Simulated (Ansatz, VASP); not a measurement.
## Two plane-wave programs on C

File INCAR:

```
PREC = Accurate ; ENCUT = 520
EDIFF = 1E-7 ; ISMEAR = -1
SIGMA = 0.05 ; LREAL = F
LASPH = T ; NELM = 80
ALGO = Normal ; ISIF = 2
LWAVE = F ; LCHARG = F
GGA = PE ; NBANDS = 16
```

The input KPOINTS:

```
Automatic mesh
0
Gamma
  12 12 7
```

POSCAR

```
C
1.0
    2.5116607023      0.0000000000      0.0000000000
   -1.2558303511      2.1751619739      0.0000000000
    0.0000000000      0.0000000000      4.1802287603
C
4
Direct
    0.3333333333      0.6666666667      0.0627282291
    0.6666666667      0.3333333333      0.5627282291
    0.3333333333      0.6666666667      0.4372717709
    0.6666666667      0.3333333333      0.9372717709
```

Input for Ansatz:

```yaml
crystal:
  lattice:
    - [2.5116607023, 0.0, 0.0]
    - [-1.2558303511, 2.1751619739, 0.0]
    - [0.0, 0.0, 4.1802287603]
  atoms:
    - { symbol: C, position: [0.3333333333, 0.6666666667, 0.0627282291] }
    - { symbol: C, position: [0.6666666667, 0.3333333333, 0.5627282291] }
    - { symbol: C, position: [0.3333333333, 0.6666666667, 0.4372717709] }
    - { symbol: C, position: [0.6666666667, 0.3333333333, 0.9372717709] }
hamiltonian:
  xc: pbe
  pseudopotentials:
    kind: paw
    azcp:
      C: "pseudopotentials/C.paw.azcp"
basis:
  ecutwfc: 420
  fft_grid_basis: typed
kpoints:
  mp_grid: { grid: [12, 12, 7], shift: [0, 0, 0] }
magnetization:
  spin_polarized: false
scf:
  occupations: { method: fermi_dirac, width: 0.05 }
  lower_state_search: "off"
output:
  stress: true
  write_density: true
  write_potential: true
  elf: true
  volumetric_format: npy
```

Alike in both runs: task single point; functional PBE; k mesh 12 × 12 × 7; occupations fermi-dirac, width 0.05 eV; no spin polarisation.

|  | VASP | Ansatz |
| --- | --- | --- |
| version | VASP 6.6.1 | Ansatz 0.2.0 |
| potentials or method | VASP PAW PBE potentials, release 64 (C), cutoff 520 eV | plane waves (420 eV) with PAW, scalar-relativistic |
| valence electrons in the cell | 16 | 16 |

|  | VASP | Ansatz | Ansatz less VASP |
| --- | --- | --- | --- |
| gap on the k mesh at the Fermi level (eV) | 3.34 | 3.36 | +0.012 |
| pressure (GPa) | 0.6 | 0.0 | -0.65 |
| traceless stress, the component that is largest in VASP (GPa) | -0.02 | 0.07 | +0.091 |

The functional is the same, so the differences come from potentials, cutoffs and numerics.
